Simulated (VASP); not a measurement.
# Os (Pm-3m) in VASP: a series of runs

The runs below take Os through single point, with r2SCAN.

All numbers are computed with VASP 6.6.1; they aren't measurements. Logs are shortened: lines on timing, memory, paths and dates and some standing lists are left out, and cuts for length are marked.

### 1 The cell of the first run

It takes space group Pm-3m (No. 221, cubic). The conventional cell has a = 2.539 Å, b = 2.539 Å, c = 2.539 Å, α = 90.00°, β = 90.00°, γ = 90.00°. Within 3.4 Å of Os (site symmetry m-3m) lie 6 Os at 2.54 Å.

This isn't the form of Os at room conditions, which is hcp.

### 2 Single point, r2SCAN (16.38 Å³/atom)

POSCAR

```
Os
1.0
    2.5394565796      0.0000000000      0.0000000000
    0.0000000000      2.5394565796      0.0000000000
    0.0000000000      0.0000000000      2.5394565796
Os
1
Direct
    0.0000000000      0.0000000000      0.0000000000
```

INCAR.step1

```
SYSTEM = Os
PREC = Accurate ; ENCUT = 520
ISMEAR = -1 ; SIGMA = 0.1
LREAL = .False. ; LASPH = .True.
NELM = 80 ; NBANDS = 10
GGA = PE ; ALGO = Normal
EDIFF = 1E-4 ; LWAVE = .True.
LCHARG = .False.
```

INCAR.step2

```
SYSTEM = Os
PREC = Accurate ; ENCUT = 520
EDIFF = 1E-6 ; ISMEAR = -1
SIGMA = 0.1 ; LREAL = .False.
LASPH = .True. ; NELM = 80
ALGO = Normal ; ISIF = 2
LWAVE = .False. ; LCHARG = .True.
METAGGA = R2SCAN ; LMIXTAU = .True.
LELF = .True. ; LVHAR = .True.
NBANDS = 10 ; ISTART = 1
```

KPOINTS

```
regular mesh
0
Gamma
  14 14 14
  0 0 0
```

Potentials or basis: VASP PAW PBE potentials, release 64 (Os).

On the command line:

```bash
$ cat potpaw_PBE.64/Os/POTCAR > POTCAR
$ cp INCAR.step1 INCAR
$ mpirun -np 1 vasp_std > vasp.out
$ cp INCAR.step2 INCAR
$ mpirun -np 1 vasp_std > vasp.out
```

OUTCAR:

```text
SYSTEM = Os
   PREC = Accurate
   ENCUT = 520
   EDIFF = 1E-6
   ISMEAR = -1
   LREAL = .False.
   LASPH = .True.
   NELM = 80
   ISIF = 2
   METAGGA = R2SCAN
   ISTART = 1

 ion  position               nearest neighbor table
   1  0.000  0.000  0.000-

  LATTYP: Found a simple cubic cell.
 ALAT       =     2.5394565796

  Lattice vectors:

 A1 = (   2.5394565796,   0.0000000000,   0.0000000000)
 A2 = (   0.0000000000,   2.5394565796,   0.0000000000)
 A3 = (   0.0000000000,   0.0000000000,   2.5394565796)

Analysis of symmetry for initial positions (statically):
=====================================================================
 Subroutine PRICEL returns:
 Original cell was already a primitive cell.

 Routine SETGRP: Setting up the symmetry group for a
 simple cubic supercell.

 Subroutine GETGRP returns: Found 48 space group operations
 (whereof 48 operations were pure point group operations)
 out of a pool of 48 trial point group operations.

The static configuration has the point symmetry O_h .

Analysis of symmetry for dynamics (positions and initial velocities):
=====================================================================
 Subroutine PRICEL returns:
 Original cell was already a primitive cell.

 Routine SETGRP: Setting up the symmetry group for a
 simple cubic supercell.

 Subroutine GETGRP returns: Found 48 space group operations
 (whereof 48 operations were pure point group operations)
 out of a pool of 48 trial point group operations.

The dynamic configuration has the point symmetry O_h .

 Subroutine INISYM returns: Found 48 space group operations
 (whereof 48 operations are pure point group operations),
 and found     1 'primitive' translations

----------------------------------------------------------------------------------------

                                     Primitive cell

  volume of cell :      16.3765

  direct lattice vectors                    reciprocal lattice vectors
     2.539456580  0.000000000  0.000000000     0.393785036  0.000000000  0.000000000
     0.000000000  2.539456580  0.000000000     0.000000000  0.393785036  0.000000000
     0.000000000  0.000000000  2.539456580     0.000000000  0.000000000  0.393785036

  length of vectors
     2.539456580  2.539456580  2.539456580     0.393785036  0.393785036  0.393785036

  position of ions in fractional coordinates (direct lattice)
     0.000000000  0.000000000  0.000000000

  ion indices of the primitive-cell ions
[... 79 lines left out ...]
   NFREE  =      0    steps in history (QN), initial steepest desc. (CG)
   ISIF   =      2    stress and relaxation
   ISYM   =      2    0-nonsym 1-usesym 2-fastsym
   POTIM  = 0.5000    time-step for ionic-motion
   TEBEG  =    0.0;   TEEND  =   0.0 temperature during run
   PSTRESS=    0.0 pullay stress
   NELECT =       8.0000    total number of electrons
   NUPDOWN=      -1.0000    fix difference up-down
   EMIN   =  10.00;   EMAX   =-10.00  energy-range for DOS
   EFERMI =   0.00;   METHOD = LEGACY
   ISMEAR =    -1;   SIGMA  =   0.10  broadening in eV -4-tet -1-fermi 0-gaus
   EFERMI_NEDOS =   21; number of points for ismear=-14 and -15
   IALGO  =     38    algorithm
   IMIX   =      4    mixing-type and parameters
     AMIX     =   0.40;   BMIX     =  1.00
     AMIX_MAG =   1.60;   BMIX_MAG =  1.00
  volume/ion in A,a.u.               =      16.38       110.51
  Fermi-wavevector in a.u.,A,eV,Ry     =   1.289330  2.436480 22.617937  1.662371
  Thomas-Fermi vector in A             =   2.421229
   LORBIT       =      0    0 simple, 1 ext, 2 COOP (PROOUT), +10 PAW based schemes
   METAGGA = R2SCAN    functional components
   LHFCALC =     F    Hartree Fock is set to
   AEXX    =    0.0000 exact exchange contribution
   IVDW    =     0    specifies the selected vdW correction
   LEPSILON=     F    determine dielectric tensor
   LRPA    =     F    only Hartree local field effects (RPA)
 non-spin polarized calculation
  energy-cutoff  :      520.00
  volume of cell :       16.38
 maximum number of plane-waves:       466
 NGX is ok and might be reduce to    20
   NGX =  9   NGY =  9   NGZ =  9

 number of electron       7.9999998 magnetization

 Free energy of the ion-electron system (eV)
  ---------------------------------------------------
  ext. energy  EPLUGINS =         0.00000000
  ---------------------------------------------------
  free energy    TOTEN  =       -51.43983330 eV

  energy without entropy =      -51.39012833  energy(sigma->0) =      -51.41498081

 E-fermi :   7.2836     XC(G=0): -14.0442

 val. band max:        7.2765814829   @ k =   0.3571   0.0714   0.0714
 cond. band min:       7.3140735683   @ k =   0.2857   0.0714   0.0714
 fundamental gap:      0.0374920854
 Fermi energy:         7.2835680644

 k-point     1 :       0.0000    0.0000    0.0000
  band No.  band energies     occupation
      1      -2.6777      2.00000
      2       0.8537      2.00000
      3       0.8537      2.00000
      4       9.7275      0.00000
      5       9.7275      0.00000
      6       9.7275      0.00000
      7      23.7623      0.00000
      8      23.7623      0.00000
      9      23.7623      0.00000
     10      30.5406      0.00000
[... 287 lines left out ...]
 k-point    24 :       0.3571    0.2143    0.0000
  band No.  band energies     occupation
      1       1.0163      2.00000
      2       2.6015      2.00000
      3       4.2048      2.00000
      4       7.0214      1.86451
      5       7.4398      0.34651
      6       8.5870      0.00000
      7      16.8309      0.00000
      8      23.0617      0.00000
      9      26.5681      0.00000
     10      31.5570      0.00000

 [... further k-points ...]

------------------------ aborting loop because EDIFF is reached ----------------------------------------

  FORCE on cell =-STRESS in cart. coord.  units (eV):
  Direction    XX          YY          ZZ          XY          YZ          ZX
  --------------------------------------------------------------------------------------
  -------------------------------------------------------------------------------------
  Total        0.1104722      0.1104722      0.1104722      0.0000000      0.0000000     -0.0000000
  in kB       10.8078991     10.8078991     10.8078991      0.0000000      0.0000000     -0.0000000
  external PRESSURE =      10.8078991 kB  Pullay stress =       0.0000000 kB

 VOLUME and BASIS-vectors are now :
 -----------------------------------------------------------------------------
  energy-cutoff  :      520.00
  volume of cell :       16.38
      direct lattice vectors                 reciprocal lattice vectors
     2.539456580  0.000000000  0.000000000     0.393785036  0.000000000  0.000000000
     0.000000000  2.539456580  0.000000000     0.000000000  0.393785036  0.000000000
     0.000000000  0.000000000  2.539456580     0.000000000  0.000000000  0.393785036

 POSITION                                       TOTAL-FORCE (eV/Angst)
 -----------------------------------------------------------------------------------
      0.00000      0.00000      0.00000         0.000000      0.000000      0.000000
 -----------------------------------------------------------------------------------
    total drift:                                0.000000      0.000000      0.000000

  FREE ENERGIE OF THE ION-ELECTRON SYSTEM (eV)
  ---------------------------------------------------
  free  energy   TOTEN  =       -51.4398332957 eV

  energy  without entropy=      -51.3901283343  energy(sigma->0) =      -51.41498081
```

Run time: 2.3 min. Hardware: 1 thread of Intel Xeon 8259CL, shared host; peak memory 0.14 GiB.

Results:

* Free energy: -51.4398 eV
* Pressure: 1.1 GPa
* Band gap on the k mesh: zero (bands 4 and 5 overlap by 6.18 eV)

Caveat: the PAW data sets were made with another functional, which shifts forces and pressure a little; spin-orbit coupling is left out, which moves the levels of the heavy elements.

### 3 Single point, r2SCAN (17.03 Å³/atom)

This run uses another cell than the first one, of 17.03 Å³/atom.

POSCAR

```
Os
1.0
    2.5728743142      0.0000000000      0.0000000000
    0.0000000000      2.5728743142      0.0000000000
    0.0000000000      0.0000000000      2.5728743142
Os
1
Direct
    0.0000000000      0.0000000000      0.0000000000
```

INCAR.step1

```
ALGO = Normal
EDIFF = 1E-4
ENCUT = 520
GGA = PE
ISMEAR = -1
LASPH = T
LCHARG = F
LREAL = F
LWAVE = T
NBANDS = 10
NELM = 80
PREC = Accurate
SIGMA = 0.1
```

INCAR.step2

```
ALGO = Normal
EDIFF = 1E-7
ENCUT = 520
ISIF = 2
ISMEAR = -1
ISTART = 1
LASPH = T
LCHARG = F
LMIXTAU = T
LREAL = F
LWAVE = F
METAGGA = R2SCAN
NBANDS = 10
NELM = 80
PREC = Accurate
SIGMA = 0.1
```

KPOINTS

```
k-points
0
Gamma
  14 14 14
```

Potentials or basis: VASP PAW PBE potentials, release 64 (Os).

On the command line:

```bash
$ cat potpaw_PBE.64/Os/POTCAR > POTCAR
$ cp INCAR.step1 INCAR
$ mpirun -np 1 vasp_std > vasp.out
$ cp INCAR.step2 INCAR
$ mpirun -np 1 vasp_std > vasp.out
```

Run time: 1.8 min. Hardware: 1 thread of Intel Xeon 8259CL, shared host; peak memory 0.14 GiB.

The run converged. Its results:

```
Free energy            : -51.4217 eV
Pressure               : -9.7 GPa
Band gap on the k mesh : zero (bands 4 and 5 overlap by 5.79 eV)
```

Levels at points of the mesh, in eV from the Fermi level:
```csv
k point,band 2,band 3,band 4,band 5,band 6,band 7
"(0.00, 0.00, 0.00)",-6.10,-6.10,2.29,2.29,2.29,16.18
"(0.50, 0.00, 0.00)",-5.25,-1.02,-0.94,-0.94,2.62,7.18
"(0.50, 0.50, 0.00)",-4.66,-0.33,-0.33,4.62,4.64,4.64
"(0.50, 0.50, 0.50)",-5.27,-5.27,4.85,4.85,9.41,11.44
```

Caveat: the cell stands under tension; the PAW data sets were made with another functional, which shifts forces and pressure a little; spin-orbit coupling is left out, which moves the levels of the heavy elements.

### 4 Single point, r2SCAN (17.69 Å³/atom)

This run uses another cell than the first one, of 17.69 Å³/atom.

POSCAR

```
Os
1.0
    2.6054458013      0.0000000000      0.0000000000
    0.0000000000      2.6054458013      0.0000000000
    0.0000000000      0.0000000000      2.6054458013
Os
1
Direct
    0.0000000000      0.0000000000      0.0000000000
```

INCAR.step1

```
ALGO = Normal
EDIFF = 1E-4
ENCUT = 520
GGA = PE
ISMEAR = -1
LASPH = True
LCHARG = False
LREAL = False
LWAVE = True
NBANDS = 10
NELM = 80
PREC = Accurate
SIGMA = 0.1
```

INCAR.step2

```
ALGO = Normal
EDIFF = 1E-7
ENCUT = 520
ISIF = 2
ISMEAR = -1
ISTART = 1
LASPH = True
LCHARG = False
LMIXTAU = True
LREAL = False
LWAVE = False
METAGGA = R2SCAN
NBANDS = 10
NELM = 80
PREC = Accurate
SIGMA = 0.1
```

KPOINTS is that of step 3.

Potentials or basis: VASP PAW PBE potentials, release 64 (Os).

On the command line:

```bash
$ cat potpaw_PBE.64/Os/POTCAR > POTCAR
$ cp INCAR.step1 INCAR
$ mpirun -np 1 vasp_std > vasp.out
$ cp INCAR.step2 INCAR
$ mpirun -np 1 vasp_std > vasp.out
```

OUTCAR:

```text
EDIFF = 1E-7
   ENCUT = 520
   ISIF = 2
   ISMEAR = -1
   ISTART = 1
   LASPH = True
   LREAL = False
   METAGGA = R2SCAN
   NELM = 80
   PREC = Accurate

 ion  position               nearest neighbor table
   1  0.000  0.000  0.000-

  LATTYP: Found a simple cubic cell.
 ALAT       =     2.6054458013

  Lattice vectors:

 A1 = (   2.6054458013,   0.0000000000,   0.0000000000)
[... 490 lines left out ...]
      8      21.3359      0.00000
      9      25.0878      0.00000
     10      29.4016      0.00000

 [... further k-points ...]

------------------------ aborting loop because EDIFF is reached ----------------------------------------

  FORCE on cell =-STRESS in cart. coord.  units (eV):
  Direction    XX          YY          ZZ          XY          YZ          ZX
  --------------------------------------------------------------------------------------
  -------------------------------------------------------------------------------------
  Total       -2.0106591     -2.0106591     -2.0106591     -0.0000000     -0.0000000      0.0000000
  in kB     -182.1389826   -182.1389826   -182.1389826     -0.0000000     -0.0000000      0.0000000
  external PRESSURE =    -182.1389826 kB  Pullay stress =       0.0000000 kB

 VOLUME and BASIS-vectors are now :
 -----------------------------------------------------------------------------
  energy-cutoff  :      520.00
  volume of cell :       17.69
      direct lattice vectors                 reciprocal lattice vectors
     2.605445801  0.000000000  0.000000000     0.383811477  0.000000000  0.000000000
     0.000000000  2.605445801  0.000000000     0.000000000  0.383811477  0.000000000
     0.000000000  0.000000000  2.605445801     0.000000000  0.000000000  0.383811477

 POSITION                                       TOTAL-FORCE (eV/Angst)
 -----------------------------------------------------------------------------------
      0.00000      0.00000      0.00000         0.000000      0.000000      0.000000
 -----------------------------------------------------------------------------------
    total drift:                                0.000000      0.000000      0.000000

  FREE ENERGIE OF THE ION-ELECTRON SYSTEM (eV)
  ---------------------------------------------------
  free  energy   TOTEN  =       -51.3643058761 eV

  energy  without entropy=      -51.3104480389  energy(sigma->0) =      -51.33737696
```

OUTCAR.step1:

```text
EDIFF = 1E-4
   ENCUT = 520
   GGA = PE
   ISMEAR = -1
   LASPH = True
[... 527 lines left out ...]

 POSITION                                       TOTAL-FORCE (eV/Angst)
 -----------------------------------------------------------------------------------
      0.00000      0.00000      0.00000         0.000000      0.000000      0.000000
 -----------------------------------------------------------------------------------
    total drift:                               -0.000000      0.000000      0.000000

  FREE ENERGIE OF THE ION-ELECTRON SYSTEM (eV)
  ---------------------------------------------------
  free  energy   TOTEN  =        -9.7113216040 eV

  energy  without entropy=       -9.6542722744  energy(sigma->0) =       -9.68279694
```

OSZICAR.step1:

```text
N       E                     dE             d eps       ncg     rms          rms(c)
DAV:   1     0.329568800798E+02    0.32957E+02   -0.39448E+03  2480   0.717E+02
DAV:   2    -0.897803183038E+01   -0.41935E+02   -0.39337E+02  2458   0.186E+02
DAV:   3    -0.102139372134E+02   -0.12359E+01   -0.12177E+01  2802   0.288E+01
DAV:   4    -0.102176960431E+02   -0.37588E-02   -0.37572E-02  2772   0.186E+00
DAV:   5    -0.102177092556E+02   -0.13213E-04   -0.13213E-04  2698   0.954E-02    0.107E+01
DAV:   6    -0.979649826816E+01    0.42121E+00   -0.69097E-01  3146   0.591E+00    0.461E+00
DAV:   7    -0.971486731937E+01    0.81631E-01   -0.28129E-01  3292   0.361E+00    0.730E-01
DAV:   8    -0.971130089310E+01    0.35664E-02   -0.36158E-03  2550   0.567E-01    0.127E-01
DAV:   9    -0.971132160400E+01   -0.20711E-04   -0.42071E-05  1680   0.509E-02
   1 F= -.97113216E+01 E0= -.96827969E+01  d E =-.570493E-01
```

Run time: 2.4 min. Hardware: 1 thread of Intel Xeon 8259CL, shared host; peak memory 0.14 GiB.

Results:

* Free energy: -51.3643 eV
* Pressure: -18.2 GPa
* Band gap on the k mesh: zero (bands 4 and 5 overlap by 5.44 eV)

Caveat: the cell stands under tension; the PAW data sets were made with another functional, which shifts forces and pressure a little; spin-orbit coupling is left out, which moves the levels of the heavy elements.

### 5 The runs side by side

| cell | gap on the mesh (eV) | pressure (GPa) |
| --- | --- | --- |
| a = 2.539 Å, 1 atom | none | 1.1 |
| a = 2.573 Å, 1 atom | none | -9.7 |
| a = 2.605 Å, 1 atom | none | -18.2 |

Alike in all rows: task single point; level r2SCAN; potentials or basis VASP PAW PBE potentials, release 64 (Os); no spin polarisation; k mesh 14 × 14 × 14; cutoff (eV) 520; smearing fermi-dirac 0.1 eV.

Caveats: the PAW data sets were made with another functional, which shifts forces and pressure a little; spin-orbit coupling is left out, which moves the levels of the heavy elements; the cell stands under tension (at least some runs).

Total energies depend on the potentials used, so only differences within one code and one set of settings carry meaning.

The gap in the log of VASP goes by the Fermi energy; the results here count the filled bands.